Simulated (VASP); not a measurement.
**CsCl: single point with PBE**

Crystal: CsCl.

```
Cs Cl
1.0
     4.24454    0.00000    0.00000
     0.00000    4.24454    0.00000
     0.00000    0.00000    4.24454
Cs Cl
1 1
Direct
  0.00000 0.00000 0.00000
  0.50000 0.50000 0.50000
```

```
Program                : VASP 6.6.1
Task                   : single point
Functional             : PBE
Potentials or basis    : VASP PAW PBE potentials, release 64 (Cs_sv, Cl)
Cutoff                 : 500 eV
k mesh                 : 6 × 6 × 6
Occupations            : gaussian, width 0.01 eV
Spin                   : no spin polarisation
Dipole correction      : no
Further INCAR settings : ALGO = Normal; EDIFF = 1e-06; NBANDS = 15
```

The pressure is -0.4 GPa. The band gap on the k mesh is 4.88 eV.

Levels at points of the mesh, in eV from the valence-band top:
```
           k point  band 6  band 7  band 8  band 9  band 10  band 11
(0.00, 0.00, 0.00)    0.00    0.00    0.00    4.88     5.45     5.45
(0.50, 0.00, 0.00)   -1.00   -0.17   -0.17    6.36     7.19     8.33
(0.50, 0.50, 0.00)   -0.41   -0.41   -0.02    5.85     5.94     7.86
(0.50, 0.50, 0.50)   -0.90   -0.90   -0.90    8.12     8.12     8.12
```

Wall time 17 s on 1 thread of Intel Xeon 8259CL (shared host), peak memory 0.18 GiB.

Caveat: spin-orbit coupling is left out, which moves the levels of the heavy elements.
